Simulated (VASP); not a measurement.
# Se: relaxation of cell and atoms with PBE

Crystal: Se.

```
Se
1.0
     4.68499    0.00000    0.00000
    -2.34250    4.05732    0.00000
     0.00000    0.00000    3.99359
Se
3
Direct
  0.33333 0.66667 0.50000
  0.00000 0.00000 0.00000
  0.66667 0.33333 0.50000
```

```yaml
Program: VASP 6.6.1
Task: relaxation of cell and atoms
Functional: PBE
Potentials_or_basis: VASP PAW PBE potentials, release 64 (Se)
Cutoff: 600 eV
k_mesh: 6 × 6 × 4
Occupations: gaussian, width 0.1 eV
Spin: no spin polarisation
Dipole_correction: no
Further_INCAR_settings: ALGO = Normal; EDIFF = 1e-06; IBRION = 2; EDIFFG = -0.04; NSW = 90; ISIF = 3
```

| Property | Result |
| --- | --- |
| Relaxed volume | 21.42 Å³/atom |
| Relaxed cell | a = 4.636 Å, b = 4.636 Å, c = 3.454 Å, α = 90.00°, β = 90.00°, γ = 120.00° |
| Space group after relaxing (to 0.05 Å) | P6/mmm (No. 191) |
| Energy gained by relaxing | 78.4 meV/atom |
| Ionic steps | 11 |
| Pressure after relaxing | 0.0 GPa |
| Band gap on the k mesh | zero (band 9 reaches 6.41 eV, above the bottom of band 10 at 3.54 eV) |

The path:
| step | energy change (eV) | largest force (eV/Å) | pressure (GPa) | volume (Å³) |
| --- | --- | --- | --- | --- |
| 1 | 0.0000 | 0.0000 | -5.22 | 75.91 |
| 2 | -0.1469 | 0.0000 | 0.61 | 67.22 |
| 3 | -0.1478 | 0.0000 | 0.10 | 67.77 |
| 4 | -0.1822 | 0.0000 | 0.13 | 66.74 |
| 5 | -0.2300 | 0.0000 | 0.55 | 64.19 |
| 6 | -0.2307 | 0.0000 | 1.00 | 63.12 |
| 7 | -0.2328 | 0.0000 | 0.72 | 63.75 |
| 8 | -0.2326 | 0.0000 | 0.90 | 63.34 |
| 9 | -0.2332 | 0.0000 | 0.80 | 63.56 |
| 10 | -0.2326 | 0.0000 | -0.87 | 65.10 |
| 11 | -0.2352 | 0.0000 | 0.00 | 64.27 |

Final structure:
```
CELL_PARAMETERS angstrom
4.63558 0.00000 0.00000
-2.31779 4.01453 0.00000
0.00000 0.00000 3.45350
ATOMIC_POSITIONS crystal
Se 0.33333 0.66667 0.50000
Se 0.00000 0.00000 0.00000
Se 0.66667 0.33333 0.50000
```

Levels at points of the mesh, in eV from the Fermi level:
| k point | band 7 | band 8 | band 9 | band 10 | band 11 | band 12 |
| --- | --- | --- | --- | --- | --- | --- |
| (0.00, 0.00, 0.00) | -3.78 | -2.78 | 1.43 | 1.53 | 3.04 | 3.04 |
| (0.50, 0.00, 0.00) | -1.05 | -0.89 | -0.13 | 0.85 | 1.01 | 1.49 |
| (0.00, 0.00, 0.50) | -2.80 | -1.64 | -1.64 | -1.44 | -0.65 | -0.65 |
| (0.50, 0.00, 0.50) | -3.09 | -2.10 | 0.06 | 0.81 | 1.35 | 2.13 |

Run time: 2.5 min on 1 thread of Intel(R) Xeon(R) Platinum 8259CL CPU @ 2.50GHz (Skylake/Cascade Lake) (shared host), peak memory 0.23 GiB.

Caveat: the k points lie up to 0.45 Å⁻¹ apart in the final cell; the volume moved by over 15 % at a fixed basis, so the end points are rough.
